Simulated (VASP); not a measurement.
A run of VASP 6.6.1 is set up as follows.

Contents of INCAR:

```
PREC     = Accurate       # precision mode
ENCUT    = 520            # plane-wave cutoff, eV
EDIFF    = 1E-6           # SCF threshold, eV
ISMEAR   = -1             # smearing method
SIGMA    = 0.1            # smearing width, eV
LREAL    = False          # projectors in reciprocal space
LASPH    = True           # aspherical terms in the spheres
NELM     = 80             # most SCF steps
ALGO     = Normal         # electronic algorithm
ISIF     = 2              # what is computed and relaxed
LWAVE    = False          # write WAVECAR
LCHARG   = False          # write CHGCAR
GGA      = B5             # functional
ALDAX    = 1.0          
AGGAX    = 1.0          
AGGAC    = 1.0          
ALDAC    = 0.0          
NBANDS   = 25             # bands
```

File KPOINTS:

```
regular mesh
0
Gamma
  8 8 11
```

The input POSCAR:

```
Cd
1.0
    5.3941259583      0.0000000000      0.0000000000
   -2.6970629792      4.6714501111      0.0000000000
    0.0000000000      0.0000000000      3.1203099090
Cd
3
Direct
    0.0000000000      0.0000000000      0.0000000000
    0.3333333333      0.6666666667      0.5000000000
    0.6666666667      0.3333333333      0.5000000000
```

Potentials or basis: VASP PAW PBE potentials, release 64 (Cd).

The run is started by

```sh
$ cat potpaw_PBE.64/Cd/POTCAR > POTCAR
$ mpirun -np 1 vasp_std > vasp.out
```

Estimate the band gap on the k mesh.

zero (bands 18 and 19 overlap by 4.12 eV).

Estimate the pressure.

1.5 GPa.

Stress tensor (GPa, compression positive):
```
1.61 0.00 0.00
0.00 1.61 0.00
0.00 0.00 1.43
```

Caveat: the PAW data sets were made with another functional, which shifts forces and pressure a little.
